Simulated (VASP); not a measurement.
Input of a VASP 6.6.1 run:

The input INCAR:

```
PREC = Accurate
ENCUT = 520
EDIFF = 1E-6
ISMEAR = 0
SIGMA = 0.02
LREAL = Auto
LASPH = True
NELM = 60
ALGO = Normal
ISIF = 2
LWAVE = False
LCHARG = False
GGA = PE
IVDW = 12
NBANDS = 54
```

KPOINTS

```
Automatic mesh
0
Gamma
  4 4 4
```

POSCAR

```
H5C4N3
1.0
    5.2177428156      0.0000000000     -0.0008651959
    0.0000000000      7.7067432203      0.0000000000
   -2.6089076232      0.0000000000      5.8287676904
H C N
10 8 6
Direct
    0.2103186761      0.1859452033      0.4999928129
    0.7896813239      0.6859452033      0.5000071871
    0.5979854709      0.2554022998      0.8571285441
    0.4020145291      0.7554022998      0.1428714559
    0.7048905540      0.4158098190      0.7111340528
    0.2951094460      0.9158098190      0.2888659472
    0.2408108328      0.2554073180      0.1429301988
    0.7591891672      0.7554073180      0.8570698012
    0.4938496773      0.4157661930      0.2889575137
    0.5061503227      0.9157661930      0.7110424863
    0.5211163069      0.3470026761      0.7125403888
    0.4788836931      0.8470026761      0.2874596112
    0.3086165559      0.3470058025      0.2875203113
    0.6913834441      0.8470058025      0.7124796887
    0.3408224220      0.4732728076      0.7612242866
    0.6591775780      0.9732728076      0.2387757134
    0.0796688451      0.4733175000      0.2388141505
    0.9203311549      0.9733175000      0.7611858495
    0.3815043905      0.2506343878      0.5000243746
    0.6184956095      0.7506343878      0.4999756254
    0.1864794467      0.5674122350      0.7931991687
    0.8135205533      0.0674122350      0.2068008313
    0.8932904711      0.5674237579      0.2068100400
    0.1067095289      0.0674237579      0.7931899600
```

Potentials or basis: VASP PAW PBE potentials, release 64 (H, C, N).

Launch:

```bash
$ cat potpaw_PBE.64/H/POTCAR potpaw_PBE.64/C/POTCAR potpaw_PBE.64/N/POTCAR > POTCAR
$ mpirun -np 1 vasp_std > vasp.out
```

Problem. Estimate the largest force.

Solution. 0.416 eV/Å.

Problem. Predict the band gap on the k mesh.

Solution. 4.29 eV (least direct gap 4.33 eV).

Forces in eV/Å, atoms in the order of the input:
```
H    0.008 -0.017  0.000
H   -0.008 -0.017  0.000
H    0.000 -0.009  0.015
H    0.000 -0.009 -0.015
H    0.018  0.013  0.003
H   -0.018  0.013 -0.003
H    0.000 -0.009 -0.016
H    0.000 -0.009  0.016
H    0.018  0.013 -0.003
H   -0.018  0.013  0.003
C    0.003  0.006  0.015
C   -0.003  0.006 -0.015
C    0.008  0.003 -0.017
C   -0.008  0.003  0.017
C    0.318 -0.260 -0.063
C   -0.318 -0.260  0.063
C    0.311 -0.245  0.060
C   -0.311 -0.245 -0.060
N   -0.040 -0.008  0.000
N    0.040 -0.008  0.000
N   -0.315  0.256  0.064
N    0.315  0.256 -0.064
N   -0.315  0.258 -0.064
N    0.315  0.258  0.064
```

A k mesh can miss the band edges. Expect the measured gap to be larger: semilocal functionals such as PBE lack the derivative discontinuity.
